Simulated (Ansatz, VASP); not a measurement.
ZnSe in VASP and in Ansatz

INCAR

```
  PREC = Accurate
  ENCUT = 520
  EDIFF = 1E-6
  ISMEAR = 0
  SIGMA = 0.05
  LREAL = F
  LASPH = T
  NELM = 100
  ALGO = Normal
  ISIF = 2
  LWAVE = F
  LCHARG = F
  GGA = PE
  NBANDS = 16
```

The input KPOINTS:

```
regular mesh
0
Gamma
  10 10 10
```

File POSCAR:

```
ZnSe
1.0
    0.0000000000      2.8629462675      2.7501885375
    2.7501885375      0.0000000000      2.7501885375
    2.7501885375      2.8629462675      0.0000000000
Zn Se
1 1
Direct
    0.0000000000      0.0000000000      0.0000000000
    0.7500000000      0.7500000000      0.7500000000
```

Input for Ansatz:

```yaml
crystal:
  lattice:
    - [0.0, 2.8629462675, 2.7501885375]
    - [2.7501885375, 0.0, 2.7501885375]
    - [2.7501885375, 2.8629462675, 0.0]
  atoms:
    - { symbol: Zn, position: [0.0, 0.0, 0.0] }
    - { symbol: Se, position: [0.75, 0.75, 0.75] }
basis:
  ecutwfc: 520.0
kpoints:
  mp_grid: { grid: [10, 10, 10] }
hamiltonian:
  xc: pbe
  pseudopotentials: { kind: paw, azcp: { folder: soft_1 } }
scf:
  occupations: { method: gaussian, width: 0.05 }
output:
  forces: true
  stress: true
  eigenvalues: true
  write_density: true
  write_potential: true
  elf: true
  volumetric_format: npy
```

Alike in both runs: task single point; functional PBE; k mesh 10 × 10 × 10; occupations gaussian, width 0.05 eV; no spin polarisation.

|  | VASP | Ansatz |
| --- | --- | --- |
| version | VASP 6.6.1 | Ansatz 0.2.0 |
| potentials or method | VASP PAW PBE potentials, release 64 (Zn, Se), cutoff 520 eV | scalar-relativistic, plane waves, PAW |
| valence electrons in the cell | 18 | 28 |

```csv
,VASP,Ansatz,Ansatz less VASP
gap on the k mesh at the Fermi level (eV),1.43,1.43,-0.007
least direct gap on the mesh (eV),1.43,1.43,-0.007
pressure (GPa),6.0,5.7,-0.28
"traceless stress, the component that is largest in VASP (GPa)",-0.93,-0.94,-0.007
```

With one functional, cell and mesh, what is left measures potentials, basis and numerics. VASP's potentials hold 18 valence electrons a cell and Ansatz's 28, so a difference there can come from the potentials and not from the codes.
